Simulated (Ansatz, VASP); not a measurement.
**One calculation of CoO, two programs**

```xyz
2
Lattice="2.5725 0.0000 0.0000 0.0000 2.5725 0.0000 0.0000 0.0000 2.5725" Properties=species:S:1:pos:R:3 pbc="T T T"
Co    0.0000    0.0000    0.0000
O     1.2862    1.2862    1.2862
```

Alike in both runs: task single point; functional PBEsol; k mesh 16 × 16 × 16; occupations gaussian, width 0.1 eV; collinear spin.

```csv
,VASP,Ansatz
version,VASP 6.6.1,Ansatz 0.2.0
potentials or method,"VASP PAW PBE potentials, release 64 (Co, O), cutoff 520 eV","scalar-relativistic, plane waves, PAW"
valence electrons in the cell,15,23
```

Ansatz gave:

```
gap on the k mesh at the Fermi level (eV)                     : none
pressure (GPa)                                                : 0.0
net moment per atom (μB)                                      : 1.50
size of the moment on the site where the two differ most (μB) : 0.49
```

Question: Estimate VASP's values.

Answer: gap on the k mesh at the Fermi level (eV): none; pressure (GPa): -0.4; net moment per atom (μB): 1.50; size of the moment on the site where the two differ most (μB): 0.46.

VASP's potentials were made for PBE, not for PBEsol. Site moments also hang on the region over which each program counts them. A gap of «none» marks a metal or a gap that the smearing closes. VASP's potentials hold 15 valence electrons a cell and Ansatz's 23, so a difference there can come from the potentials and not from the codes.
